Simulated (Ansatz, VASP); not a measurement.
**TePb in VASP and in Ansatz**

File POSCAR:

```
TePb
1.0
    0.0000000000      3.2093147829      3.2093147829
    3.2093147829      0.0000000000      3.2093147829
    3.2093147829      3.2093147829      0.0000000000
Pb Te
1 1
Direct
    0.0000000000      0.0000000000      0.0000000000
    0.5000000000      0.5000000000      0.5000000000
```

File INCAR.step1:

```
  PREC = Accurate
  ENCUT = 520
  EDIFF = 1E-5
  ISMEAR = -1
  SIGMA = 0.05
  LREAL = F
  LASPH = T
  NELM = 60
  ALGO = Normal
  ISIF = 2
  LWAVE = T
  LCHARG = F
  GGA = PE
  NBANDS = 17
```

INCAR.step2

```
  PREC = Accurate
  ENCUT = 520
  EDIFF = 1E-6
  ISMEAR = -1
  SIGMA = 0.05
  LREAL = F
  LASPH = T
  NELM = 60
  ALGO = Normal
  ISIF = 2
  LWAVE = F
  LCHARG = F
  GGA = B5
  LHFCALC = T
  AEXX = 0.5
  ALDAX = 0.5
  AGGAX = 0.5
  AGGAC = 1.0
  ALDAC = 0.0
  PRECFOCK = Normal
  ISTART = 1
  NBANDS = 17
```

Contents of KPOINTS:

```
regular mesh
0
Gamma
  4 4 4
```

Contents of input.yaml:

```yaml
crystal:
  lattice:
    - [0.0, 3.2093147829, 3.2093147829]
    - [3.2093147829, 0.0, 3.2093147829]
    - [3.2093147829, 3.2093147829, 0.0]
  atoms:
    - { symbol: Pb, position: [0.0, 0.0, 0.0] }
    - { symbol: Te, position: [0.5, 0.5, 0.5] }
hamiltonian:
  xc: { name: BHLYP }
  pseudopotentials: { kind: paw }
kpoints:
  mp_grid: { grid: [4, 4, 4] }
scf:
  occupations: { method: fermi_dirac, width: 0.05 }
output:
  forces: true
  stress: true
  eigenvalues: true
  write_density: true
  write_potential: true
  elf: true
  volumetric_format: npy
```

Alike in both runs: task single point; functional BHLYP; k mesh 4 × 4 × 4; occupations fermi-dirac, width 0.05 eV; no spin polarisation.

|  | VASP | Ansatz |
| --- | --- | --- |
| version | VASP 6.6.1 | Ansatz 0.2.0 |
| potentials or method | VASP PAW PBE potentials, release 64 (Pb_d, Te) | Ansatz PAW |
| plane-wave cutoff (eV) | 520 | 420 |
| valence electrons in the cell | 20 | 30 |

Ansatz gave:

```
gap on the k mesh at the Fermi level (eV) : 2.87
least direct gap on the mesh (eV)         : 2.87
pressure (GPa)                            : 4.8
```

**Question.** What did VASP give for the same quantities?

**Answer.** gap on the k mesh at the Fermi level (eV): 2.86; least direct gap on the mesh (eV): 2.86; pressure (GPa): 4.2.

VASP's potentials were made for PBE, not for BHLYP. VASP's potentials hold 20 valence electrons a cell and Ansatz's 30, so a difference there can come from the potentials and not from the codes.

The k mesh is coarse, so the values compare programs but aren't converged. Neither program's run includes spin-orbit coupling.
